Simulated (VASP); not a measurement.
Ag: single point with PBE

Crystal: Ag.

```
CELL_PARAMETERS angstrom
0.00000 2.05996 2.05996
2.05996 0.00000 2.05996
2.05996 2.05996 0.00000
ATOMIC_POSITIONS crystal
Ag 0.00000 0.00000 0.00000
```

```json
{
 "Program": "VASP 6.6.1",
 "Task": "single point",
 "Functional": "PBE",
 "Potentials or basis": "VASP PAW PBE potentials, release 64 (Ag)",
 "Cutoff": "520 eV",
 "k mesh": "23 × 23 × 23",
 "Occupations": "fermi-dirac, width 0.0612256 eV",
 "Spin": "no spin polarisation"
}
```

- Pressure: 1.9 GPa
- Band gap on the k mesh: zero (an odd number of electrons rules out a gap without spin polarisation)

Levels at points of the mesh, in eV from the Fermi level:
| k point | band 4 | band 5 | band 6 | band 7 | band 8 | band 9 |
| --- | --- | --- | --- | --- | --- | --- |
| (0.00, 0.00, 0.00) | -4.75 | -3.76 | -3.76 | 15.94 | 19.37 | 19.37 |

Run time: 64 s on 1 thread of Intel Xeon 8259CL, with other jobs on the host, peak memory 0.2 GiB.
